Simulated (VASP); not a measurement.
A run of VASP 6.6.1 is set up as follows.

Contents of INCAR:

```
SYSTEM = BaS
PREC = Accurate
ENCUT = 520
EDIFF = 1E-6
ISMEAR = 0
SIGMA = 0.05
LREAL = .FALSE.
LASPH = .TRUE.
NELM = 100
ALGO = Normal
ISIF = 2
LWAVE = .FALSE.
LCHARG = .FALSE.
GGA = PE
NBANDS = 15
```

File KPOINTS:

```
regular mesh
0
G
  10 10 10
  0 0 0
```

Contents of POSCAR:

```
BaS
1.0
    0.0000000000      3.2086281686      3.2086281686
    3.2086281686      0.0000000000      3.2086281686
    3.2086281686      3.2086281686      0.0000000000
Ba S
1 1
Direct
    0.5000000000      0.5000000000      0.5000000000
    0.0000000000      0.0000000000      0.0000000000
```

Potentials or basis: VASP PAW PBE potentials, release 64 (Ba_sv, S).

Launch:

```bash
$ cat potpaw_PBE.64/Ba_sv/POTCAR potpaw_PBE.64/S/POTCAR > POTCAR
$ mpirun -np 1 vasp_std > vasp.out
```

(1) Predict the pressure.

(2) What does it give for the band gap on the k mesh?

## Answers

(1) 0.8 GPa.

(2) 2.13 eV, indirect (least direct gap 2.27 eV).

Caveat: spin-orbit coupling is left out, which moves the levels of the heavy elements.
